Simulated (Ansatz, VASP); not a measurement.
## Two plane-wave programs on KBr

```xyz
2
Lattice="0.0000 3.3022 3.3022 3.3022 0.0000 3.3022 3.3022 3.3022 0.0000" Properties=species:S:1:pos:R:3 pbc="T T T"
K     0.0000    0.0000    0.0000
Br    3.3022    3.3022    3.3022
```

Alike in both runs: task single point; functional HSE06; k mesh 4 × 4 × 4; no spin polarisation.

|  | VASP | Ansatz |
| --- | --- | --- |
| version | VASP 6.6.1 | Ansatz 0.2.0 |
| potentials or method | VASP PAW PBE potentials, release 64 (K_sv, Br) | plane waves, PAW |
| plane-wave cutoff (eV) | 520 | 420 |
| occupations | gaussian, width 0.01 eV | fixed |
| valence electrons in the cell | 16 | 16 |

|  | VASP | Ansatz | Ansatz less VASP |
| --- | --- | --- | --- |
| gap on the k mesh at the Fermi level (eV) | 5.59 | 5.60 | +0.003 |
| pressure (GPa) | 0.5 | 0.4 | -0.02 |

Ansatz's warnings: stress exchange threshold loose, stress scf threshold loose.
